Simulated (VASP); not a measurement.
Write the native input for VASP 6.6.1 that does the following.

| Item | Value |
| --- | --- |
| Task | single point |
| Functional | PBE |
| Potentials or basis | VASP PAW PBE potentials, release 64 (Sr_sv) |
| Cutoff | 520 eV |
| k mesh | 10 × 10 × 10 |
| Occupations | fermi-dirac, width 0.05 eV |
| Spin | no spin polarisation |
| Dipole correction | no |
| Further INCAR settings | ALGO = Normal; EDIFF = 1e-06; NBANDS = 11 |

The structure of Sr lies in POSCAR:

```
Sr
1.0
    3.2099887730      0.0000000000      0.0000000000
    0.0000000000      3.2099887730      0.0000000000
    0.0000000000      0.0000000000      3.2099887730
Sr
1
Direct
    0.0000000000      0.0000000000      0.0000000000
```

This cell differs from its parent crystal: volume scaled by 0.58.

One way to write it, as run:

INCAR

```
PREC = Accurate ; ENCUT = 520
EDIFF = 1E-6 ; ISMEAR = -1
SIGMA = 0.05 ; LREAL = False
LASPH = True ; NELM = 80
ALGO = Normal ; ISIF = 2
LWAVE = False ; LCHARG = False
GGA = PE ; NBANDS = 11
```

KPOINTS

```
regular mesh
0
Gamma
  10 10 10
```

Potentials or basis: VASP PAW PBE potentials, release 64 (Sr_sv).

The run is started by

```sh
$ cat potpaw_PBE.64/Sr_sv/POTCAR > POTCAR
$ mpirun -np 1 vasp_std > vasp.out
```

It gave:

- Pressure: 10.5 GPa
- Band gap on the k mesh: zero (filled and empty bands touch)

It took 12 s on 1 thread of AMD EPYC 7R43 64-Core Processor (Zen 3) (shared host), peak memory 0.11 GiB.
